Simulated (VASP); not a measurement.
# C (Fd-3m) in VASP: a series of runs

C is run at these levels: PBE; tasks: single point.

Program: VASP 6.6.1. These are calculated values, not measurements. Logs are shortened: lines on timing, memory, paths and dates and some standing lists are left out, and cuts for length are marked.

### 1 The cell of the first run

The structure is cubic, space group Fd-3m (No. 227). Conventional cell: a = 3.567 Å, b = 3.567 Å, c = 3.567 Å, α = 90.00°, β = 90.00°, γ = 90.00°. C (site symmetry -43m) has 4 C at 1.54 Å within 2.1 Å.

### 2 Single point, PBE

File INCAR:

```
SYSTEM = C
PREC     = Accurate       ! precision mode
ENCUT    = 520            ! plane-wave cutoff, eV
EDIFF    = 1E-6           ! SCF threshold, eV
ISMEAR   = 0              ! smearing method
SIGMA    = 0.01           ! smearing width, eV
LREAL    = .FALSE.        ! projectors in reciprocal space
LASPH    = .TRUE.         ! aspherical terms in the spheres
NELM     = 60             ! most SCF steps
ALGO     = Normal         ! electronic algorithm
ISIF     = 2              ! what is computed and relaxed
LWAVE    = .FALSE.        ! write WAVECAR
LCHARG   = .TRUE.         ! write CHGCAR
GGA      = PE             ! functional
LELF     = .TRUE.         ! ELF
LVHAR    = .TRUE.       
NBANDS   = 11             ! bands
```

File KPOINTS:

```
regular mesh
0
G
  12 12 12
  0 0 0
```

File POSCAR:

```
C
1.0
    0.0000000000      1.7833700000      1.7833700000
    1.7833700000      0.0000000000      1.7833700000
    1.7833700000      1.7833700000      0.0000000000
C
2
Direct
    0.0000000000      0.0000000000      0.0000000000
    0.2500000000      0.2500000000      0.2500000000
```

Potentials or basis: VASP PAW PBE potentials, release 64 (C).

Run with:

```bash
> cat potpaw_PBE.64/C/POTCAR > POTCAR
> mpirun -np 1 vasp_std > vasp.out
```

OUTCAR:

```text
SYSTEM = C
   PREC = Accurate
   ENCUT = 520
   EDIFF = 1E-6
   ISMEAR = 0
   LREAL = .FALSE.
   LASPH = .TRUE.
   NELM = 60
   ISIF = 2
   GGA = PE

 ion  position               nearest neighbor table
   1  0.000  0.000  0.000-   2 1.54   2 1.54   2 1.54   2 1.54
   2  0.250  0.250  0.250-   1 1.54   1 1.54   1 1.54   1 1.54

  LATTYP: Found a face centered cubic cell.
 ALAT       =     3.5667400000

  Lattice vectors:

 A1 = (   0.0000000000,   1.7833700000,   1.7833700000)
 A2 = (   1.7833700000,   0.0000000000,   1.7833700000)
 A3 = (   1.7833700000,   1.7833700000,   0.0000000000)

Analysis of symmetry for initial positions (statically):
=====================================================================
 Subroutine PRICEL returns:
 Original cell was already a primitive cell.

 Routine SETGRP: Setting up the symmetry group for a
 face centered cubic supercell.

 Subroutine GETGRP returns: Found 48 space group operations
 (whereof 24 operations were pure point group operations)
 out of a pool of 48 trial point group operations.

The static configuration has the point symmetry T_d .
 The point group associated with its full space group is O_h .

Analysis of symmetry for dynamics (positions and initial velocities):
=====================================================================
 Subroutine PRICEL returns:
 Original cell was already a primitive cell.

 Routine SETGRP: Setting up the symmetry group for a
 face centered cubic supercell.

 Subroutine GETGRP returns: Found 48 space group operations
 (whereof 24 operations were pure point group operations)
 out of a pool of 48 trial point group operations.

The dynamic configuration has the point symmetry T_d .
 The point group associated with its full space group is O_h .

 Subroutine INISYM returns: Found 48 space group operations
 (whereof 24 operations are pure point group operations),
 and found     1 'primitive' translations

----------------------------------------------------------------------------------------

                                     Primitive cell

  volume of cell :      11.3437

  direct lattice vectors                    reciprocal lattice vectors
     0.000000000  1.783370000  1.783370000    -0.280368067  0.280368067  0.280368067
     1.783370000  0.000000000  1.783370000     0.280368067 -0.280368067  0.280368067
     1.783370000  1.783370000  0.000000000     0.280368067  0.280368067 -0.280368067

  length of vectors
     2.522066041  2.522066041  2.522066041     0.485611737  0.485611737  0.485611737

  position of ions in fractional coordinates (direct lattice)
     0.000000000  0.000000000  0.000000000
     0.250000000  0.250000000  0.250000000

  ion indices of the primitive-cell ions
   primitive index   ion index
                 1           1
                 2           2

----------------------------------------------------------------------------------------

 KPOINTS: regular mesh

Automatic generation of k-mesh.
 Grid dimensions read from file:
 generate k-points for:   12   12   12

 Generating k-lattice:

  Cartesian coordinates                     Fractional coordinates (reciprocal lattice)
    -0.023364006  0.023364006  0.023364006     0.083333333  0.000000000  0.000000000
     0.023364006 -0.023364006  0.023364006     0.000000000  0.083333333  0.000000000
     0.023364006  0.023364006 -0.023364006     0.000000000  0.000000000  0.083333333

  Length of vectors
     0.040467645  0.040467645  0.040467645

  Shift w.r.t. Gamma in fractional coordinates (k-lattice)
     0.000000000  0.000000000  0.000000000

 Subroutine IBZKPT returns following result:
 ===========================================

 Found     72 irreducible k-points:

 Following reciprocal coordinates:
            Coordinates               Weight
  0.000000  0.000000  0.000000      1.000000
  0.083333  0.000000  0.000000      8.000000
  0.166667  0.000000  0.000000      8.000000
  0.250000  0.000000  0.000000      8.000000
  0.333333  0.000000  0.000000      8.000000
  0.416667  0.000000  0.000000      8.000000
[... 16 lines left out ...]
  0.500000  0.166667  0.000000     24.000000
 -0.416667  0.166667  0.000000     24.000000
 [... further k-points ...]
   k-points           NKPTS =     72   k-points in BZ     NKDIM =     72   number of bands    NBANDS=     11
   number of dos      NEDOS =    301   number of ions     NIONS =      2
   total plane-waves  NPLWV =   8000
   dimension x,y,z NGX =    20 NGY =   20 NGZ =   20
   dimension x,y,z NGXF=    40 NGYF=   40 NGZF=   40
   ions per type =               2
   NGX,Y,Z   is equivalent  to a cutoff of  13.18, 13.18, 13.18 a.u.
   NGXF,Y,Z  is equivalent  to a cutoff of  26.37, 26.37, 26.37 a.u.
 SYSTEM =  C
   PREC   = accura    normal or accurate (medium, high low for compatibility)
   ISTART =      0    job   : 0-new  1-cont  2-samecut
   ICHARG =      2    charge: 1-file 2-atom 10-const
   ISPIN  =      1    spin polarized calculation?
   LNONCOLLINEAR =      F non collinear calculations
   LSORBIT =      F    spin-orbit coupling
   LASPH  =      T    aspherical Exc in radial PAW
   ENCUT  =  520.0 eV  38.22 Ry    6.18 a.u.   4.69  4.69  4.69*2*pi/ulx,y,z
   NELM   =     60;   NELMIN=  2; NELMDL= -5     # of ELM steps
   EDIFF  = 0.1E-05   stopping-criterion for ELM
   LREAL  =      F    real-space projection
   EDIFFG = 0.1E-04   stopping-criterion for IOM
   NSW    =      0    number of steps for IOM
   IBRION =     -1    ionic relax: 0-MD 1-quasi-New 2-CG
   NFREE  =      0    steps in history (QN), initial steepest desc. (CG)
   ISIF   =      2    stress and relaxation
   ISYM   =      2    0-nonsym 1-usesym 2-fastsym
   POTIM  = 0.5000    time-step for ionic-motion
   TEBEG  =    0.0;   TEEND  =   0.0 temperature during run
   PSTRESS=    0.0 pullay stress
   NELECT =       8.0000    total number of electrons
   NUPDOWN=      -1.0000    fix difference up-down
   EMIN   =  10.00;   EMAX   =-10.00  energy-range for DOS
   EFERMI =   0.00;   METHOD = LEGACY
   ISMEAR =     0;   SIGMA  =   0.01  broadening in eV -4-tet -1-fermi 0-gaus
   EFERMI_NEDOS =   21; number of points for ismear=-14 and -15
   IALGO  =     38    algorithm
   IMIX   =      4    mixing-type and parameters
     AMIX     =   0.40;   BMIX     =  1.00
     AMIX_MAG =   1.60;   BMIX_MAG =  1.00
  volume/ion in A,a.u.               =       5.67        38.28
  Fermi-wavevector in a.u.,A,eV,Ry     =   1.457203  2.753714 28.891161  2.123440
  Thomas-Fermi vector in A             =   2.574032
   LORBIT       =      0    0 simple, 1 ext, 2 COOP (PROOUT), +10 PAW based schemes
   GGA     = PE    functional components
   LHFCALC =     F    Hartree Fock is set to
   AEXX    =    0.0000 exact exchange contribution
   IVDW    =     0    specifies the selected vdW correction
   LEPSILON=     F    determine dielectric tensor
   LRPA    =     F    only Hartree local field effects (RPA)
 non-spin polarized calculation
 Gauss-broadening in eV      SIGMA  =   0.01
  energy-cutoff  :      520.00
  volume of cell :       11.34
 maximum number of plane-waves:       316
   NGX =  9   NGY =  9   NGZ =  9

 number of electron       7.9999999 magnetization

 Free energy of the ion-electron system (eV)
  ---------------------------------------------------
  ext. energy  EPLUGINS =         0.00000000
  ---------------------------------------------------
  free energy    TOTEN  =       -18.18524427 eV

  energy without entropy =      -18.18524427  energy(sigma->0) =      -18.18524427

 E-fermi :   9.8301     XC(G=0): -13.2509

 val. band max:        9.7301092496   @ k =   0.0000   0.0000   0.0000
 cond. band min:      13.8830606954   @ k =   0.3333   0.3333   0.0000
 fundamental gap:      4.1529514458
 Fermi energy:         9.8301498046

 k-point     1 :       0.0000    0.0000    0.0000
  band No.  band energies     occupation
      1     -11.7473      2.00000
      2       9.7301      2.00000
      3       9.7301      2.00000
      4       9.7301      2.00000
      5      15.3200      0.00000
      6      15.3200      0.00000
      7      15.3200      0.00000
      8      23.0620      0.00000
      9      29.0239      0.00000
     10      36.2645      0.00000
     11      36.2645      0.00000

 k-point     2 :       0.0833    0.0000    0.0000
  band No.  band energies     occupation
      1     -11.5549      2.00000
      2       8.5039      2.00000
      3       9.4075      2.00000
      4       9.4075      2.00000
      5      15.7428      0.00000
      6      15.7428      0.00000
      7      16.0349      0.00000
      8      23.2272      0.00000
      9      29.3443      0.00000
     10      34.1392      0.00000
     11      34.1392      0.00000

 k-point     3 :       0.1667    0.0000    0.0000
  band No.  band energies     occupation
      1     -10.9802      2.00000
      2       5.9738      2.00000
      3       8.7069      2.00000
      4       8.7069      2.00000
      5      16.6620      0.00000
      6      16.6620      0.00000
      7      17.1241      0.00000
      8      23.7019      0.00000
      9      30.0143      0.00000
     10      32.5432      0.00000
     11      32.5432      0.00000
[... 267 lines left out ...]
 k-point    23 :       0.5000    0.1667    0.0000
  band No.  band energies     occupation
      1      -5.9934      2.00000
      2      -2.2819      2.00000
      3       4.7426      2.00000
      4       5.7642      2.00000
      5      16.8284      0.00000
      6      20.4510      0.00000
      7      20.9579      0.00000
      8      24.0176      0.00000
      9      29.8724      0.00000
     10      33.5505      0.00000
     11      36.3228      0.00000

 k-point    24 :      -0.4167    0.1667    0.0000
  band No.  band energies     occupation
      1      -5.5637      2.00000
      2      -2.7976      2.00000
      3       4.2562      2.00000
      4       6.1425      2.00000
      5      17.2660      0.00000
      6      19.9611      0.00000
      7      20.9356      0.00000
      8      25.1724      0.00000
      9      29.1796      0.00000
     10      33.9178      0.00000
     11      34.3050      0.00000

 [... further k-points ...]

------------------------ aborting loop because EDIFF is reached ----------------------------------------

  FORCE on cell =-STRESS in cart. coord.  units (eV):
  Direction    XX          YY          ZZ          XY          YZ          ZX
  --------------------------------------------------------------------------------------
  -------------------------------------------------------------------------------------
  Total        0.1739232      0.1739232      0.1739232      0.0000000      0.0000000      0.0000000
  in kB       24.5648222     24.5648222     24.5648222      0.0000000      0.0000000      0.0000000
  external PRESSURE =      24.5648222 kB  Pullay stress =       0.0000000 kB

 VOLUME and BASIS-vectors are now :
 -----------------------------------------------------------------------------
  energy-cutoff  :      520.00
  volume of cell :       11.34
      direct lattice vectors                 reciprocal lattice vectors
     0.000000000  1.783370000  1.783370000    -0.280368067  0.280368067  0.280368067
     1.783370000  0.000000000  1.783370000     0.280368067 -0.280368067  0.280368067
     1.783370000  1.783370000  0.000000000     0.280368067  0.280368067 -0.280368067

 POSITION                                       TOTAL-FORCE (eV/Angst)
 -----------------------------------------------------------------------------------
      0.00000      0.00000      0.00000        -0.000000     -0.000000     -0.000000
      0.89168      0.89168      0.89168         0.000000      0.000000      0.000000
 -----------------------------------------------------------------------------------
    total drift:                                0.000000      0.000000      0.000000

  FREE ENERGIE OF THE ION-ELECTRON SYSTEM (eV)
  ---------------------------------------------------
  free  energy   TOTEN  =       -18.1852442709 eV

  energy  without entropy=      -18.1852442709  energy(sigma->0) =      -18.18524427
```

It took 6.3 s on 1 thread of Intel Xeon 6975P-C, shared host; peak memory 0.12 GiB.

Results:

| Item | Value |
| --- | --- |
| Free energy | -18.1852 eV |
| Pressure | 2.5 GPa |
| Band gap on the k mesh | 4.15 eV, indirect (least direct gap 5.59 eV) |

A k mesh can miss the band edges.

### 3 Single point, PBE

File INCAR:

```
SYSTEM = C
PREC     = Accurate       ! precision mode
ENCUT    = 520            ! plane-wave cutoff, eV
EDIFF    = 1E-7           ! SCF threshold, eV
ISMEAR   = 0              ! smearing method
SIGMA    = 0.01           ! smearing width, eV
LREAL    = .False.        ! projectors in reciprocal space
LASPH    = .True.         ! aspherical terms in the spheres
NELM     = 100            ! most SCF steps
ALGO     = Normal         ! electronic algorithm
ISIF     = 2              ! what is computed and relaxed
LWAVE    = .False.        ! write WAVECAR
LCHARG   = .False.        ! write CHGCAR
GGA      = PE             ! functional
NBANDS   = 11             ! bands
```

File KPOINTS:

```
Automatic mesh
0
Gamma
  14 14 14
  0 0 0
```

POSCAR is that of step 2.

Potentials or basis: VASP PAW PBE potentials, release 64 (C).

Run with:

```bash
> cat potpaw_PBE.64/C/POTCAR > POTCAR
> mpirun -np 1 vasp_std > vasp.out
```

Run time: 8.9 s. Hardware: 1 thread of Intel Xeon 6975P-C, shared host; peak memory 0.12 GiB.

It converged, with:

```
Free energy            : -18.1853 eV
Pressure               : 2.5 GPa
Band gap on the k mesh : 4.13 eV, indirect (least direct gap 5.59 eV)
```

Levels at points of the mesh, in eV from the valence-band top:
```csv
k point,band 1,band 2,band 3,band 4,band 5,band 6,band 7,band 8,band 9
"(0.00, 0.00, 0.00)",-21.48,0.00,0.00,0.00,5.59,5.59,5.59,13.33,19.29
"(0.50, 0.00, 0.00)",-15.70,-13.37,-2.80,-2.80,8.46,8.46,8.85,15.70,21.90
"(0.50, 0.50, 0.00)",-12.76,-12.76,-6.30,-6.30,4.76,4.76,16.81,16.81,23.24
```

A k mesh can miss the band edges. PBE gaps usually lie below the measured ones, often by a third to a half.
